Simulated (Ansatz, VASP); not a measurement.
# Two plane-wave programs on CsMgBiO3

File INCAR:

```
PREC = Accurate
ENCUT = 600
EDIFF = 1E-7
ISMEAR = -1
SIGMA = 0.01
LREAL = False
LASPH = True
NELM = 120
ALGO = Normal
ISIF = 3
LWAVE = False
LCHARG = False
IBRION = 2
NSW = 80
EDIFFG = -0.005
GGA_COMPAT = False
NELMIN = 4
```

The input KPOINTS:

```
Automatic mesh
0
Gamma
  4 4 4
```

The input POSCAR:

```
CsMgBiO3
1.0
    3.2305168850      1.8651397932      3.7970092067
   -3.2305168850      1.8651397932      3.7970092067
    0.0000000000     -3.7302795864      3.7970092067
Cs Mg Bi O
1 1 1 3
Direct
    0.9172816533      0.9172816533      0.9172816533
    0.3021917433      0.3021917433      0.3021917433
    0.5652985533      0.5652985533      0.5652985533
    0.4913922600      0.9822380200      0.4913922600
    0.4913922600      0.4913922600      0.9822380200
    0.9822380200      0.4913922600      0.4913922600
```

Input for Ansatz:

```yaml
crystal:
  lattice:
    a: 6.46103377
    b: 6.46103377
    c: 11.39102762
    alpha: 90.0
    beta: 90.0
    gamma: 120.0
  space_group: 160
  atoms:
    - { symbol: Cs, position: [0.3333333333333333, 0.6666666666666666, 0.58394832] }
    - { symbol: Mg, position: [0.3333333333333333, 0.6666666666666666, 0.96885841] }
    - { symbol: Bi, position: [0.3333333333333333, 0.6666666666666666, 0.23196522] }
    - { symbol: O, position: [0.16971808, 0.83028192, 0.32167418] }
  reduce_to_primitive: true
kpoints:
  mp_grid:
    grid: [4, 4, 4]
hamiltonian:
  xc: lda
  dispersion: none
scf:
  occupations:
    method: fermi_dirac
    width: 0.01
relax:
  f_tol: 0.005
  cell: {}
```

Alike in both runs: task relaxation of cell and atoms; functional LDA; k mesh 4 × 4 × 4; occupations fermi-dirac, width 0.01 eV; no spin polarisation.

```csv
,VASP,Ansatz
version,VASP 6.6.1,Ansatz 0.2.0
potentials or method,"VASP PAW LDA potentials, release 64 (Cs_sv, Mg, Bi_d, O)","plane waves, PAW"
plane-wave cutoff (eV),600,420
valence electrons in the cell,44,52
```

|  | VASP | Ansatz | Ansatz less VASP |
| --- | --- | --- | --- |
| relaxed volume (Å³/atom) | 21.21 | 21.48 | +0.277 |
| relaxed length of the cell vector where the two differ most in proportion (Å) | 5.199 | 5.234 | +0.0342 |

LDA's correlation is that of Perdew and Zunger in VASP and of Perdew and Wang (1992) in Ansatz. VASP's potentials hold 44 valence electrons a cell and Ansatz's 52, so a difference there can come from the potentials and not from the codes.

Spin-orbit coupling is off throughout.
